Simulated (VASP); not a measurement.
# NaCl (Fm-3m) in VASP: further runs

The runs below take NaCl through relaxation of cell and atoms, with PBEsol.

All numbers are computed with VASP 6.6.1; they aren't measurements. Logs are shortened: lines on timing, memory, paths and dates and some standing lists are left out, and cuts for length are marked.

## Step 1: The cell of the first run

Symmetry: Fm-3m, No. 225, cubic system. The conventional cell has a = 5.221 Å, b = 5.221 Å, c = 5.221 Å, α = 90.00°, β = 90.00°, γ = 90.00°. Within 3.4 Å of Na (site symmetry m-3m) lie 6 Cl at 2.61 Å. Within 3.4 Å of Cl (site symmetry m-3m) lie 6 Na at 2.61 Å.

## Step 2: Relaxation of cell and atoms, PBEsol, target pressure 8.9 GPa, at which the enthalpy is minimised

INCAR

```
SYSTEM = NaCl
ALGO = Normal ; EDIFF = 1E-7
EDIFFG = -0.05 ; ENCUT = 500
GGA = PS ; GGA_COMPAT = .False.
IBRION = 2 ; ISIF = 3
ISMEAR = 0 ; LASPH = .True.
LCHARG = .False. ; LREAL = .False.
LWAVE = .False. ; NELM = 120
NELMIN = 4 ; NSW = 80
PREC = Accurate ; PSTRESS = 89.0
SIGMA = 0.1
```

KPOINTS

```
k-points
0
Gamma
  6 6 6
  0 0 0
```

POSCAR

```
NaCl
1.0
    0.0000000000      2.6106385515      2.6106385515
    2.6106385515      0.0000000000      2.6106385515
    2.6106385515      2.6106385515      0.0000000000
Na Cl
1 1
Direct
    0.0000000000      0.0000000000      0.0000000000
    0.5000000000      0.5000000000      0.5000000000
```

Potentials or basis: VASP PAW PBE potentials, release 64 (Na_pv, Cl).

Launch:

```sh
$ cat potpaw_PBE.64/Na_pv/POTCAR potpaw_PBE.64/Cl/POTCAR > POTCAR
$ mpirun -np 1 vasp_std > vasp.out
```

OUTCAR:

```text
SYSTEM = NaCl
   EDIFF = 1E-7
   EDIFFG = -0.05
   ENCUT = 500
   GGA = PS
   IBRION = 2
   ISIF = 3
   ISMEAR = 0
   LASPH = .True.
   LREAL = .False.
   NELM = 120
   NELMIN = 4
   NSW = 80
   PREC = Accurate
   PSTRESS = 89.0

 ion  position               nearest neighbor table
   1  0.000  0.000  0.000-   2 2.61   2 2.61   2 2.61   2 2.61   2 2.61   2 2.61
   2  0.500  0.500  0.500-   1 2.61   1 2.61   1 2.61   1 2.61   1 2.61   1 2.61

  LATTYP: Found a face centered cubic cell.
 ALAT       =     5.2212771030

  Lattice vectors:

 A1 = (   0.0000000000,   2.6106385515,   2.6106385515)
 A2 = (   2.6106385515,   0.0000000000,   2.6106385515)
 A3 = (   2.6106385515,   2.6106385515,   0.0000000000)

Analysis of symmetry for initial positions (statically):
=====================================================================
 Subroutine PRICEL returns:
 Original cell was already a primitive cell.

 Routine SETGRP: Setting up the symmetry group for a
 face centered cubic supercell.

 Subroutine GETGRP returns: Found 48 space group operations
 (whereof 48 operations were pure point group operations)
 out of a pool of 48 trial point group operations.

The static configuration has the point symmetry O_h .

Analysis of symmetry for dynamics (positions and initial velocities):
=====================================================================
 Subroutine PRICEL returns:
 Original cell was already a primitive cell.

 Routine SETGRP: Setting up the symmetry group for a
 face centered cubic supercell.

 Subroutine GETGRP returns: Found 48 space group operations
 (whereof 48 operations were pure point group operations)
 out of a pool of 48 trial point group operations.

The dynamic configuration has the point symmetry O_h .

 Subroutine INISYM returns: Found 48 space group operations
 (whereof 48 operations are pure point group operations),
 and found     1 'primitive' translations

----------------------------------------------------------------------------------------

                                     Primitive cell

  volume of cell :      35.5853

  direct lattice vectors                    reciprocal lattice vectors
     0.000000000  2.610638552  2.610638552    -0.191524024  0.191524024  0.191524024
     2.610638552  0.000000000  2.610638552     0.191524024 -0.191524024  0.191524024
     2.610638552  2.610638552  0.000000000     0.191524024  0.191524024 -0.191524024

  length of vectors
     3.692000446  3.692000446  3.692000446     0.331729340  0.331729340  0.331729340

  position of ions in fractional coordinates (direct lattice)
     0.000000000  0.000000000  0.000000000
     0.500000000  0.500000000  0.500000000

  ion indices of the primitive-cell ions
   primitive index   ion index
                 1           1
                 2           2

----------------------------------------------------------------------------------------

 KPOINTS: k-points

Automatic generation of k-mesh.
 Grid dimensions read from file:
 generate k-points for:    6    6    6

 Generating k-lattice:

  Cartesian coordinates                     Fractional coordinates (reciprocal lattice)
    -0.031920671  0.031920671  0.031920671     0.166666667  0.000000000  0.000000000
     0.031920671 -0.031920671  0.031920671     0.000000000  0.166666667  0.000000000
     0.031920671  0.031920671 -0.031920671     0.000000000  0.000000000  0.166666667

  Length of vectors
     0.055288223  0.055288223  0.055288223

  Shift w.r.t. Gamma in fractional coordinates (k-lattice)
     0.000000000  0.000000000  0.000000000

 Subroutine IBZKPT returns following result:
 ===========================================

 Found     16 irreducible k-points:

 Following reciprocal coordinates:
            Coordinates               Weight
  0.000000  0.000000  0.000000      1.000000
  0.166667  0.000000  0.000000      8.000000
  0.333333  0.000000  0.000000      8.000000
  0.500000  0.000000  0.000000      4.000000
  0.166667  0.166667  0.000000      6.000000
  0.333333  0.166667  0.000000     24.000000
[... 8 lines left out ...]
 -0.333333  0.333333  0.166667     24.000000
 -0.333333  0.500000  0.166667     12.000000
   k-points           NKPTS =     16   k-points in BZ     NKDIM =     16   number of bands    NBANDS=     11
   number of dos      NEDOS =    301   number of ions     NIONS =      2
   total plane-waves  NPLWV =  21952
   dimension x,y,z NGX =    28 NGY =   28 NGZ =   28
   dimension x,y,z NGXF=    56 NGYF=   56 NGZF=   56
   ions per type =               1   1
   NGX,Y,Z   is equivalent  to a cutoff of  12.61, 12.61, 12.61 a.u.
   NGXF,Y,Z  is equivalent  to a cutoff of  25.22, 25.22, 25.22 a.u.
 SYSTEM =  NaCl
   PREC   = accura    normal or accurate (medium, high low for compatibility)
   ISTART =      0    job   : 0-new  1-cont  2-samecut
   ICHARG =      2    charge: 1-file 2-atom 10-const
   ISPIN  =      1    spin polarized calculation?
   LNONCOLLINEAR =      F non collinear calculations
   LSORBIT =      F    spin-orbit coupling
   LASPH  =      T    aspherical Exc in radial PAW
   ENCUT  =  500.0 eV  36.75 Ry    6.06 a.u.   6.73  6.73  6.73*2*pi/ulx,y,z
   NELM   =    120;   NELMIN=  4; NELMDL= -5     # of ELM steps
   EDIFF  = 0.1E-06   stopping-criterion for ELM
   LREAL  =      F    real-space projection
   EDIFFG = -.5E-01   stopping-criterion for IOM
   NSW    =     80    number of steps for IOM
   IBRION =      2    ionic relax: 0-MD 1-quasi-New 2-CG
   NFREE  =      1    steps in history (QN), initial steepest desc. (CG)
   ISIF   =      3    stress and relaxation
   ISYM   =      2    0-nonsym 1-usesym 2-fastsym
   POTIM  = 0.5000    time-step for ionic-motion
   TEBEG  =    0.0;   TEEND  =   0.0 temperature during run
   PSTRESS=   89.0 pullay stress
   NELECT =      14.0000    total number of electrons
   NUPDOWN=      -1.0000    fix difference up-down
   EMIN   =  10.00;   EMAX   =-10.00  energy-range for DOS
   EFERMI =   0.00;   METHOD = LEGACY
   ISMEAR =     0;   SIGMA  =   0.10  broadening in eV -4-tet -1-fermi 0-gaus
   EFERMI_NEDOS =   21; number of points for ismear=-14 and -15
   IALGO  =     38    algorithm
   IMIX   =      4    mixing-type and parameters
     AMIX     =   0.40;   BMIX     =  1.00
     AMIX_MAG =   1.60;   BMIX_MAG =  1.00
  volume/ion in A,a.u.               =      17.79       120.07
  Fermi-wavevector in a.u.,A,eV,Ry     =   1.199575  2.266868 19.578516  1.438980
  Thomas-Fermi vector in A             =   2.335434
   LORBIT       =      0    0 simple, 1 ext, 2 COOP (PROOUT), +10 PAW based schemes
   GGA     = PS    functional components
   LHFCALC =     F    Hartree Fock is set to
   AEXX    =    0.0000 exact exchange contribution
   IVDW    =     0    specifies the selected vdW correction
   LEPSILON=     F    determine dielectric tensor
   LRPA    =     F    only Hartree local field effects (RPA)
 conjugate gradient relaxation of ions
 non-spin polarized calculation
 Gauss-broadening in eV      SIGMA  =   0.10
  energy-cutoff  :      500.00
  volume of cell :       35.59
 maximum number of plane-waves:       934
   NGX = 13   NGY = 13   NGZ = 13

 number of electron      14.0000006 magnetization

 Free energy of the ion-electron system (eV)
  ---------------------------------------------------
  ext. energy  EPLUGINS =         0.00000000
  ---------------------------------------------------
  free energy    TOTEN  =        -6.80051542 eV

  energy without entropy =       -6.80051542  energy(sigma->0) =       -6.80051542

 E-fermi :   1.2855     XC(G=0):  -9.3956

 val. band max:        0.7904103869   @ k =   0.0000   0.0000   0.0000
 cond. band min:       6.7352332600   @ k =   0.0000   0.0000   0.0000
 fundamental gap:      5.9448228731
 Fermi energy:         1.2855354400

 k-point     1 :       0.0000    0.0000    0.0000
  band No.  band energies     occupation
      1     -19.5544      2.00000
      2     -19.5544      2.00000
      3     -19.5544      2.00000
      4     -12.5223      2.00000
      5       0.7904      2.00000
      6       0.7904      2.00000
      7       0.7904      2.00000
      8       6.7352      0.00000
      9      11.9164      0.00000
     10      11.9164      0.00000
     11      11.9164      0.00000

 k-point     2 :       0.1667    0.0000    0.0000
  band No.  band energies     occupation
      1     -19.5777      2.00000
      2     -19.5557      2.00000
      3     -19.5557      2.00000
      4     -12.3636      2.00000
      5      -0.0832      2.00000
      6       0.6740      2.00000
      7       0.6740      2.00000
      8       7.6735      0.00000
      9      11.1955      0.00000
     10      12.3190      0.00000
     11      12.3190      0.00000

 k-point     3 :       0.3333    0.0000    0.0000
  band No.  band energies     occupation
      1     -19.6229      2.00000
      2     -19.5582      2.00000
      3     -19.5582      2.00000
      4     -12.0237      2.00000
      5      -1.4344      2.00000
      6       0.4565      2.00000
      7       0.4565      2.00000
      8       8.3160      0.00000
      9      11.9422      0.00000
     10      12.3406      0.00000
     11      12.3406      0.00000
[... 155 lines left out ...]
 k-point    15 :      -0.3333    0.3333    0.1667
  band No.  band energies     occupation
      1     -19.6136      2.00000
      2     -19.5850      2.00000
      3     -19.5712      2.00000
      4     -11.7704      2.00000
      5      -1.3780      2.00000
      6      -0.6894      2.00000
      7      -0.0299      2.00000
      8      10.0999      0.00000
      9      10.5989      0.00000
     10      11.4975      0.00000
     11      13.5590      0.00000

 k-point    16 :      -0.3333    0.5000    0.1667
  band No.  band energies     occupation
      1     -19.6021      2.00000
      2     -19.5849      2.00000
      3     -19.5828      2.00000
      4     -11.7585      2.00000
      5      -1.3249      2.00000
      6      -0.5721      2.00000
      7      -0.2876      2.00000
      8       9.5876      0.00000
      9       9.9001      0.00000
     10      12.1865      0.00000
     11      13.9940      0.00000

------------------------ aborting loop because EDIFF is reached ----------------------------------------

  FORCE on cell =-STRESS in cart. coord.  units (eV):
  Direction    XX          YY          ZZ          XY          YZ          ZX
  --------------------------------------------------------------------------------------
  -------------------------------------------------------------------------------------
  Total        2.0147211      2.0147211      2.0147211     -0.0000000     -0.0000000      0.0000000
  in kB       90.7100257     90.7100257     90.7100257     -0.0000000     -0.0000000      0.0000000
  external PRESSURE =       1.7100257 kB  Pullay stress =      89.0000000 kB

 VOLUME and BASIS-vectors are now :
 -----------------------------------------------------------------------------
  energy-cutoff  :      500.00
  volume of cell :       35.59
      direct lattice vectors                 reciprocal lattice vectors
     0.000000000  2.610638552  2.610638552    -0.191524024  0.191524024  0.191524024
     2.610638552  0.000000000  2.610638552     0.191524024 -0.191524024  0.191524024
     2.610638552  2.610638552  0.000000000     0.191524024  0.191524024 -0.191524024

 POSITION                                       TOTAL-FORCE (eV/Angst)
 -----------------------------------------------------------------------------------
      0.00000      0.00000      0.00000         0.000000      0.000000     -0.000000
      2.61064      2.61064      2.61064        -0.000000     -0.000000      0.000000
 -----------------------------------------------------------------------------------
    total drift:                                0.000000      0.000000      0.000000

  FREE ENERGIE OF THE ION-ELECTRON SYSTEM (eV)
  ---------------------------------------------------
  free  energy   TOTEN  =        -6.8005154161 eV

  energy  without entropy=       -6.8005154161  energy(sigma->0) =       -6.80051542

  enthalpy is  TOTEN    =        -4.8237749136 eV   P V=        1.9767405026

 reached required accuracy - stopping structural energy minimisation
```

Wall time 9.7 s (1 thread of Intel Xeon Platinum 8259CL at 2.50GHz (Skylake/Cascade Lake), shared host); peak memory 0.15 GiB.

Results:

- Free energy: -6.8005 eV
- Pressure after relaxing: 9.1 GPa
- Band gap on the k mesh: 5.94 eV

Final structure:
```cif
data_structure
_symmetry_space_group_name_H-M 'P 1'
_symmetry_Int_Tables_number 1
_cell_length_a 3.6920
_cell_length_b 3.6920
_cell_length_c 3.6920
_cell_angle_alpha 60.000
_cell_angle_beta 60.000
_cell_angle_gamma 60.000
_cell_volume 35.59
loop_
_atom_site_label
_atom_site_type_symbol
_atom_site_fract_x
_atom_site_fract_y
_atom_site_fract_z
_atom_site_occupancy
Na1 Na 0.00000 0.00000 0.00000 1
Cl1 Cl 0.50000 0.50000 0.50000 1
```

Levels at points of the mesh, in eV from the valence-band top:
```csv
k point,band 4,band 5,band 6,band 7,band 8,band 9,band 10,band 11
"(0.00, 0.00, 0.00)",-13.31,0.00,0.00,0.00,5.94,11.13,11.13,11.13
"(0.50, 0.00, 0.00)",-12.63,-2.81,-0.44,-0.44,7.42,11.36,11.36,12.48
"(0.50, 0.50, 0.00)",-12.59,-2.42,-0.88,-0.88,7.54,8.05,12.89,16.06
```

Caveat: the relaxation stopped at its first step, so nothing moved; the cell is relaxed towards a set pressure, so the run minimises the enthalpy, not the energy; the PAW data sets were made with another functional, which shifts forces and pressure a little.

(Continued in part 2 of 2.)
